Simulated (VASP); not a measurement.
A run of VASP 6.6.1 is set up as follows.

The input INCAR:

```
PREC = Accurate ; ENCUT = 520
EDIFF = 1E-7 ; ISMEAR = -1
SIGMA = 0.05 ; LREAL = F
LASPH = T ; NELM = 100
ALGO = Fast ; ISIF = 2
LWAVE = F ; LCHARG = T
GGA = PE ; LELF = T
LVHAR = T ; NBANDS = 11
```

KPOINTS

```
regular mesh
0
Gamma
  9 9 9
```

Contents of POSCAR:

```
Be2Si
1.0
    0.0000000000      2.6917778512      2.6917778512
    2.6917778512      0.0000000000      2.6917778512
    2.6917778512      2.6917778512      0.0000000000
Si Be
1 2
Direct
    0.0000000000      0.0000000000      0.0000000000
    0.2500000000      0.2500000000      0.2500000000
    0.7500000000      0.7500000000      0.7500000000
```

Potentials or basis: VASP PAW PBE potentials, release 64 (Si, Be).

Run with:

```bash
$ cat potpaw_PBE.64/Si/POTCAR potpaw_PBE.64/Be/POTCAR > POTCAR
$ mpirun -np 1 vasp_std > vasp.out
```

Predict the band gap on the k mesh.

zero (bands 4 and 5 overlap by 0.74 eV).

What does it give for the pressure?

-5.0 GPa.

Caveat: the cell stands under tension.
